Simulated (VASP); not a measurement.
Runs of VASP 6.6.1 on Sb. The structure is that of space group Pm-3m (No. 221), or close to it. The cells are those of the table. 

| cell | gap on the mesh (eV) | pressure (GPa) |
| --- | --- | --- |
| a = 3.286, b = 3.286, c = 3.413 Å, 1 atom | none | -8.8 |
| a = 3.160, b = 3.160, c = 3.034 Å, 1 atom | none | (b) |
| a = 3.034, b = 3.034, c = 3.160 Å, 1 atom | none | -0.5 |
| a = 3.413 Å, 1 atom | none | (c) |
| a = 3.286, b = 3.286, c = 3.160 Å, 1 atom | none | -7.3 |
| a = 3.034 Å, 1 atom | none | 1.9 |
| a = 3.286 Å, 1 atom | none | -8.2 |
| a = 2.907, b = 2.907, c = 3.034 Å, 1 atom | none | 9.8 |
| a = 3.160, b = 3.160, c = 3.286 Å, 1 atom | none | -6.1 |
| a = 3.413, b = 3.413, c = 3.286 Å, 1 atom | none | -9.3 |
| a = 2.907 Å, 1 atom | none | (a) |
| a = 3.034, b = 3.034, c = 2.907 Å, 1 atom | none | 5.7 |

Alike in all rows: task single point; level PBEsol; potentials or basis VASP PAW PBE potentials, release 64 (Sb); no spin polarisation; k mesh 16 × 16 × 16; cutoff (eV) 520; smearing gaussian 0.15 eV.

**Question.** Fill in the values left out.

**Answer.** (a) 14.2; (b) -2.8; (c) -9.7.

Caveats: the PAW data sets were made with another functional, which shifts forces and pressure a little; spin-orbit coupling is left out, which moves the levels of the heavy elements.

A k mesh can miss the band edges, and the runs leave out spin-orbit coupling on Sb.

A gap of «none» marks levels without a gap at the run's occupations.
